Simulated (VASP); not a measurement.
# Na2In2Sn3 (P6/mmm) in VASP: notebook

The runs below take Na2In2Sn3 through single point, relaxation of cell and atoms, with PBE.

Everything below comes from runs of VASP 6.6.1. Logs are shortened: lines on timing, memory, paths and dates and some standing lists are left out, and cuts for length are marked.

### Step 1. The cell of the first run

It takes space group P6/mmm (No. 191, hexagonal). Conventional cell: a = 9.750 Å, b = 9.750 Å, c = 5.713 Å, α = 90.00°, β = 90.00°, γ = 120.00°. Within 3.7 Å of Na (site symmetry -6m2) lie 3 Sn at 2.81 Å and 2 In at 2.86 Å. Within 3.8 Å of In (site symmetry -6m2) lie 2 Na at 2.86 Å. Sn (site symmetry mmm) has 2 Na at 2.81 Å within 3.7 Å.

The cell was built from a structure type or drawn by symmetry, and may not be a known phase.

### Step 2. Single point, PBE

The input, INCAR:

```
PREC     = Accurate       # precision mode
ENCUT    = 520            # plane-wave cutoff, eV
EDIFF    = 1E-6           # SCF threshold, eV
ISMEAR   = 0              # smearing method
SIGMA    = 0.2            # smearing width, eV
LREAL    = False          # projectors in reciprocal space
LASPH    = True           # aspherical terms in the spheres
NELM     = 100            # most SCF steps
ALGO     = Fast           # electronic algorithm
ISIF     = 2              # what is computed and relaxed
LWAVE    = False          # write WAVECAR
LCHARG   = False          # write CHGCAR
GGA      = PE             # functional
NBANDS   = 50             # bands
```

The input, KPOINTS:

```
Automatic mesh
0
Gamma
  3 3 4
```

The input, POSCAR:

```
Na2In2Sn3
1.0
    9.7499670594     -0.0000000040      0.0000000000
   -4.8749835263      8.4437191615      0.0000000000
    0.0000000000      0.0000000000      5.7130179505
Na In Sn
2 2 3
Direct
    0.3333333333      0.6666666667      0.0000000000
    0.6666666667      0.3333333333      0.0000000000
    0.3333333333      0.6666666667      0.5000000000
    0.6666666667      0.3333333333      0.5000000000
    0.5000000000      0.0000000000      0.0000000000
    0.0000000000      0.5000000000      0.0000000000
    0.5000000000      0.5000000000      0.0000000000
```

Potentials or basis: VASP PAW PBE potentials, release 64 (Na_pv, In_d, Sn_d).

Launch:

```
cat potpaw_PBE.64/Na_pv/POTCAR potpaw_PBE.64/In_d/POTCAR potpaw_PBE.64/Sn_d/POTCAR > POTCAR
mpirun -np 1 vasp_std > vasp.out
```

OUTCAR:

```text
PREC = Accurate
   ENCUT = 520
   EDIFF = 1E-6
   ISMEAR = 0
   LREAL = False
   LASPH = True
   NELM = 100
   ISIF = 2
   GGA = PE

 ion  position               nearest neighbor table
   1  0.333  0.667  0.000-   6 2.81   5 2.81   7 2.81   3 2.86   3 2.86
   2  0.667  0.333  0.000-   6 2.81   5 2.81   7 2.81   4 2.86   4 2.86
   3  0.333  0.667  0.500-   1 2.86   1 2.86
   4  0.667  0.333  0.500-   2 2.86   2 2.86
   5  0.500  0.000  0.000-   1 2.81   2 2.81
   6  0.000  0.500  0.000-   1 2.81   2 2.81
   7  0.500  0.500  0.000-   1 2.81   2 2.81

  LATTYP: Found a hexagonal cell.
 ALAT       =     9.7499670594
 C/A-ratio  =     0.5859525387

  Lattice vectors:

 A1 = (   9.7499670594,  -0.0000000040,   0.0000000000)
 A2 = (  -4.8749835263,   8.4437191615,   0.0000000000)
 A3 = (   0.0000000000,   0.0000000000,   5.7130179505)

Analysis of symmetry for initial positions (statically):
=====================================================================
 Subroutine PRICEL returns:
 Original cell was already a primitive cell.

 Routine SETGRP: Setting up the symmetry group for a
 hexagonal supercell.

 Subroutine GETGRP returns: Found 24 space group operations
 (whereof 24 operations were pure point group operations)
 out of a pool of 24 trial point group operations.

The static configuration has the point symmetry D_6h.

Analysis of symmetry for dynamics (positions and initial velocities):
=====================================================================
 Subroutine PRICEL returns:
 Original cell was already a primitive cell.

 Routine SETGRP: Setting up the symmetry group for a
 hexagonal supercell.

 Subroutine GETGRP returns: Found 24 space group operations
 (whereof 24 operations were pure point group operations)
 out of a pool of 24 trial point group operations.

The dynamic configuration has the point symmetry D_6h.

 Subroutine INISYM returns: Found 24 space group operations
 (whereof 24 operations are pure point group operations),
 and found     1 'primitive' translations

----------------------------------------------------------------------------------------

                                     Primitive cell

  volume of cell :     470.3298

  direct lattice vectors                    reciprocal lattice vectors
     9.749967059 -0.000000004  0.000000000     0.102564449  0.059215612  0.000000000
    -4.874983526  8.443719162  0.000000000     0.000000000  0.118431225  0.000000000
     0.000000000  0.000000000  5.713017951     0.000000000  0.000000000  0.175038834

  length of vectors
     9.749967059  9.749967059  5.713017951     0.118431225  0.118431225  0.175038834

  position of ions in fractional coordinates (direct lattice)
     0.333333333  0.666666667  0.000000000
     0.666666667  0.333333333  0.000000000
     0.333333333  0.666666667  0.500000000
     0.666666667  0.333333333  0.500000000
     0.500000000  1.000000000  0.000000000
     0.000000000  0.500000000  0.000000000
     0.500000000  0.500000000  0.000000000

  ion indices of the primitive-cell ions
   primitive index   ion index
                 1           1
                 2           2
                 3           3
                 4           4
                 5           5
                 6           6
                 7           7

----------------------------------------------------------------------------------------

 KPOINTS: Automatic mesh

Automatic generation of k-mesh.
 Grid dimensions read from file:
 generate k-points for:    3    3    4

 Generating k-lattice:

  Cartesian coordinates                     Fractional coordinates (reciprocal lattice)
     0.034188150  0.019738537  0.000000000     0.333333333  0.000000000  0.000000000
     0.000000000  0.039477075  0.000000000    -0.000000000  0.333333333  0.000000000
     0.000000000  0.000000000  0.043759708     0.000000000  0.000000000  0.250000000

  Length of vectors
     0.039477075  0.039477075  0.043759708

  Shift w.r.t. Gamma in fractional coordinates (k-lattice)
     0.000000000  0.000000000  0.000000000

 Subroutine IBZKPT returns following result:
 ===========================================

 Found      9 irreducible k-points:

 Following reciprocal coordinates:
            Coordinates               Weight
  0.000000  0.000000  0.000000      1.000000
  0.333333 -0.000000  0.000000      6.000000
  0.333333  0.333333  0.000000      2.000000
  0.000000  0.000000  0.250000      2.000000
  0.333333 -0.000000  0.250000     12.000000
  0.333333  0.333333  0.250000      4.000000
  0.000000  0.000000  0.500000      1.000000
  0.333333 -0.000000  0.500000      6.000000
  0.333333  0.333333  0.500000      2.000000
   k-points           NKPTS =      9   k-points in BZ     NKDIM =      9   number of bands    NBANDS=     50
   number of dos      NEDOS =    301   number of ions     NIONS =      7
   total plane-waves  NPLWV = 268800
   dimension x,y,z NGX =    80 NGY =   80 NGZ =   42
   dimension x,y,z NGXF=   160 NGYF=  160 NGZF=   84
   ions per type =               2   2   3
   NGX,Y,Z   is equivalent  to a cutoff of  13.64, 13.64, 12.22 a.u.
   NGXF,Y,Z  is equivalent  to a cutoff of  27.28, 27.28, 24.44 a.u.
 SYSTEM =  unknown system
   PREC   = accura    normal or accurate (medium, high low for compatibility)
   ISTART =      0    job   : 0-new  1-cont  2-samecut
   ICHARG =      2    charge: 1-file 2-atom 10-const
   ISPIN  =      1    spin polarized calculation?
   LNONCOLLINEAR =      F non collinear calculations
   LSORBIT =      F    spin-orbit coupling
   LASPH  =      T    aspherical Exc in radial PAW
   ENCUT  =  520.0 eV  38.22 Ry    6.18 a.u.  18.13 18.13 10.62*2*pi/ulx,y,z
   NELM   =    100;   NELMIN=  2; NELMDL= -5     # of ELM steps
   EDIFF  = 0.1E-05   stopping-criterion for ELM
   LREAL  =      F    real-space projection
   EDIFFG = 0.1E-04   stopping-criterion for IOM
   NSW    =      0    number of steps for IOM
   IBRION =     -1    ionic relax: 0-MD 1-quasi-New 2-CG
   NFREE  =      0    steps in history (QN), initial steepest desc. (CG)
   ISIF   =      2    stress and relaxation
   ISYM   =      2    0-nonsym 1-usesym 2-fastsym
   POTIM  = 0.5000    time-step for ionic-motion
   TEBEG  =    0.0;   TEEND  =   0.0 temperature during run
   PSTRESS=    0.0 pullay stress
   NELECT =      82.0000    total number of electrons
   NUPDOWN=      -1.0000    fix difference up-down
   EMIN   =  10.00;   EMAX   =-10.00  energy-range for DOS
   EFERMI =   0.00;   METHOD = LEGACY
   ISMEAR =     0;   SIGMA  =   0.20  broadening in eV -4-tet -1-fermi 0-gaus
   EFERMI_NEDOS =   21; number of points for ismear=-14 and -15
   IALGO  =     68    algorithm
   IMIX   =      4    mixing-type and parameters
     AMIX     =   0.40;   BMIX     =  1.00
     AMIX_MAG =   1.60;   BMIX_MAG =  1.00
  volume/ion in A,a.u.               =      67.19       453.42
  Fermi-wavevector in a.u.,A,eV,Ry     =   0.914559  1.728267 11.380171  0.836419
  Thomas-Fermi vector in A             =   2.039200
   LORBIT       =      0    0 simple, 1 ext, 2 COOP (PROOUT), +10 PAW based schemes
   GGA     = PE    functional components
   LHFCALC =     F    Hartree Fock is set to
   AEXX    =    0.0000 exact exchange contribution
   IVDW    =     0    specifies the selected vdW correction
   LEPSILON=     F    determine dielectric tensor
   LRPA    =     F    only Hartree local field effects (RPA)
 non-spin polarized calculation
 RMM-DIIS sequential band-by-band and
 Gauss-broadening in eV      SIGMA  =   0.20
  energy-cutoff  :      520.00
  volume of cell :      470.33
 maximum number of plane-waves:     12696
 NGX is ok and might be reduce to    80
   NGX = 37   NGY = 37   NGZ = 21

 number of electron      81.9999983 magnetization

 Free energy of the ion-electron system (eV)
  ---------------------------------------------------
  ext. energy  EPLUGINS =         0.00000000
  ---------------------------------------------------
  free energy    TOTEN  =       -12.27036757 eV

  energy without entropy =      -12.10375447  energy(sigma->0) =      -12.18706102

 E-fermi :  -0.2155     XC(G=0):  -5.4290

 val. band max:       -0.2389025246   @ k =   0.3333   0.3333   0.2500
 cond. band min:      -0.1922297461   @ k =   0.3333  -0.0000   0.0000
 fundamental gap:      0.0466727786
 Fermi energy:        -0.2155298855

 k-point     1 :       0.0000    0.0000    0.0000
  band No.  band energies     occupation
      1     -24.0953      2.00000
      2     -24.0943      2.00000
      3     -24.0805      2.00000
      4     -24.0805      2.00000
      5     -24.0677      2.00000
      6     -24.0677      2.00000
[... 42 lines left out ...]
     49       2.9467      0.00000
     50       2.9995      0.00000

 k-point     2 :       0.3333   -0.0000    0.0000
  band No.  band energies     occupation
      1     -24.0951      2.00000
      2     -24.0945      2.00000
      3     -24.0803      2.00000
      4     -24.0777      2.00000
      5     -24.0706      2.00000
      6     -24.0679      2.00000
[... 42 lines left out ...]
     49       2.5200      0.00000
     50       2.8780      0.00000

 k-point     3 :       0.3333    0.3333    0.0000
  band No.  band energies     occupation
      1     -24.0948      2.00000
      2     -24.0948      2.00000
      3     -24.0800      2.00000
      4     -24.0741      2.00000
      5     -24.0741      2.00000
      6     -24.0682      2.00000
[... 42 lines left out ...]
     49       2.2141      0.00000
     50       2.2153      0.00000

 k-point     4 :       0.0000    0.0000    0.2500
  band No.  band energies     occupation
      1     -24.0973      2.00000
      2     -24.0963      2.00000
      3     -24.0806      2.00000
      4     -24.0806      2.00000
      5     -24.0678      2.00000
      6     -24.0678      2.00000
[... 204 lines left out ...]
 k-point     8 :       0.3333   -0.0000    0.5000
  band No.  band energies     occupation
      1     -24.0991      2.00000
      2     -24.0985      2.00000
      3     -24.0804      2.00000
      4     -24.0778      2.00000
      5     -24.0707      2.00000
      6     -24.0681      2.00000
[... 42 lines left out ...]
     49       2.9999      0.00000
     50       3.1776      0.00000

 k-point     9 :       0.3333    0.3333    0.5000
  band No.  band energies     occupation
      1     -24.0988      2.00000
      2     -24.0988      2.00000
      3     -24.0801      2.00000
      4     -24.0742      2.00000
      5     -24.0742      2.00000
      6     -24.0683      2.00000
[... 42 lines left out ...]
     49       2.6191      0.00000
     50       2.6224      0.00000

------------------------ aborting loop because EDIFF is reached ----------------------------------------

  FORCE on cell =-STRESS in cart. coord.  units (eV):
  Direction    XX          YY          ZZ          XY          YZ          ZX
  --------------------------------------------------------------------------------------
  -------------------------------------------------------------------------------------
  Total        0.9164760      0.9164760     -0.0383836     -0.0000000      0.0000000      0.0000000
  in kB        3.1219732      3.1219732     -0.1307535     -0.0000000      0.0000000      0.0000000
  external PRESSURE =       2.0377309 kB  Pullay stress =       0.0000000 kB

 VOLUME and BASIS-vectors are now :
 -----------------------------------------------------------------------------
  energy-cutoff  :      520.00
  volume of cell :      470.33
      direct lattice vectors                 reciprocal lattice vectors
     9.749967059 -0.000000004  0.000000000     0.102564449  0.059215612  0.000000000
    -4.874983526  8.443719162  0.000000000     0.000000000  0.118431225  0.000000000
     0.000000000  0.000000000  5.713017951     0.000000000  0.000000000  0.175038834

 POSITION                                       TOTAL-FORCE (eV/Angst)
 -----------------------------------------------------------------------------------
      0.00000      5.62915      0.00000        -0.000000     -0.000000     -0.000000
      4.87498      2.81457      0.00000         0.000000     -0.000000      0.000000
      0.00000      5.62915      2.85651        -0.000000      0.000000      0.000000
      4.87498      2.81457      2.85651         0.000000      0.000000     -0.000000
      4.87498     -0.00000      0.00000         0.000000     -0.000000      0.000000
     -2.43749      4.22186      0.00000         0.000000     -0.000000      0.000000
      2.43749      4.22186      0.00000         0.000000     -0.000000      0.000000
 -----------------------------------------------------------------------------------
    total drift:                               -0.000000      0.000000      0.000000

  FREE ENERGIE OF THE ION-ELECTRON SYSTEM (eV)
  ---------------------------------------------------
  free  energy   TOTEN  =       -12.2703675698 eV

  energy  without entropy=      -12.1037544712  energy(sigma->0) =      -12.18706102
```

Wall time 5.3 min (1 thread of Intel Xeon Platinum 8488C (Sapphire Rapids), shared host); peak memory 0.69 GiB.

Results:

| Quantity | Value |
| --- | --- |
| Free energy | -12.2704 eV |
| Pressure | 0.2 GPa |
| Band gap on the k mesh | zero (bands 41 and 42 overlap by 0.94 eV) |

Caveat: spin-orbit coupling is left out, which moves the levels of the heavy elements.

### Step 3. Relaxation of cell and atoms, PBE

This run uses another cell than the first one, of 29.14 Å³/atom.

The input, INCAR:

```
PREC = Accurate
ENCUT = 600
EDIFF = 1E-7
ISMEAR = 0
SIGMA = 0.2
LREAL = False
LASPH = True
NELM = 80
ALGO = Fast
ISIF = 3
LWAVE = False
LCHARG = False
GGA = PE
IBRION = 2
NSW = 36
EDIFFG = -0.08
```

The input, KPOINTS:

```
regular mesh
0
Gamma
  3 3 4
```

The input, POSCAR:

```
Na2In2Sn3
1.0
    7.0555428900      0.0000000000      0.0000000000
   -3.5277714400      6.1102793800      0.0000000000
    0.0000000000      0.0000000000      4.7322739400
Na In Sn
2 2 3
Direct
    0.3333333300      0.6666666700      0.0000000000
    0.6666666700      0.3333333300      0.0000000000
    0.3333333300      0.6666666700      0.5000000000
    0.6666666700      0.3333333300      0.5000000000
    0.5000000000      0.0000000000      0.0000000000
    0.0000000000      0.5000000000      0.0000000000
    0.5000000000      0.5000000000      0.0000000000
```

Potentials or basis: VASP PAW PBE potentials, release 64 (Na_pv, In_d, Sn_d).

Launch:

```
cat potpaw_PBE.64/Na_pv/POTCAR potpaw_PBE.64/In_d/POTCAR potpaw_PBE.64/Sn_d/POTCAR > POTCAR
mpirun -np 1 vasp_std > vasp.out
```

It took 10 min on 1 thread of Intel Xeon Platinum 8488C (Sapphire Rapids), shared host; peak memory 0.43 GiB.

Results (log left out):

| Item | Value |
| --- | --- |
| Free energy | -12.1537 eV |
| Relaxed volume | 67.52 Å³/atom |
| Relaxed cell | a = 9.799 Å, b = 9.799 Å, c = 5.684 Å, α = 90.00°, β = 90.00°, γ = 120.00° |
| Space group after relaxing (to 0.1 Å) | P6/mmm (No. 191) |
| Energy gained by relaxing | 2194.5 meV/atom |
| Ionic steps | 5 |
| Pressure after relaxing | 0.1 GPa |
| Band gap on the k mesh | zero (bands 41 and 42 overlap by 0.92 eV) |

Step by step:
| step | energy change (eV) | largest force (eV/Å) | pressure (GPa) | volume (Å³) |
| --- | --- | --- | --- | --- |
| 1 | 0.0000 | 0.0000 | 37.29 | 204.01 |
| 2 | -15.3457 | 0.0000 | 0.01 | 474.72 |
| 3 | -15.3462 | 0.0000 | -0.01 | 476.21 |
| 4 | -15.3571 | 0.0000 | 0.02 | 474.55 |
| 5 | -15.3615 | 0.0000 | 0.05 | 472.66 |

Final structure:
```cif
data_structure
_symmetry_space_group_name_H-M 'P 1'
_symmetry_Int_Tables_number 1
_cell_length_a 9.7989
_cell_length_b 9.7989
_cell_length_c 5.6842
_cell_angle_alpha 90.000
_cell_angle_beta 90.000
_cell_angle_gamma 120.000
_cell_volume 472.66
loop_
_atom_site_label
_atom_site_type_symbol
_atom_site_fract_x
_atom_site_fract_y
_atom_site_fract_z
_atom_site_occupancy
Na1 Na 0.33333 0.66667 0.00000 1
Na2 Na 0.66667 0.33333 0.00000 1
In1 In 0.33333 0.66667 0.50000 1
In2 In 0.66667 0.33333 0.50000 1
Sn1 Sn 0.50000 0.00000 0.00000 1
Sn2 Sn 0.00000 0.50000 0.00000 1
Sn3 Sn 0.50000 0.50000 0.00000 1
```

Levels at points of the mesh, in eV from the Fermi level:
```csv
k point,band 38,band 39,band 40,band 41,band 42,band 43,band 44,band 45
"(0.00, 0.00, 0.00)",-0.86,-0.69,-0.22,0.61,0.61,0.69,0.69,0.92
"(0.00, 0.00, 0.50)",-0.82,-0.82,-0.39,-0.39,0.83,0.83,1.06,1.09
```

Caveat: the volume moved by over 15 % at a fixed basis, so the end points are rough; spin-orbit coupling is left out, which moves the levels of the heavy elements.
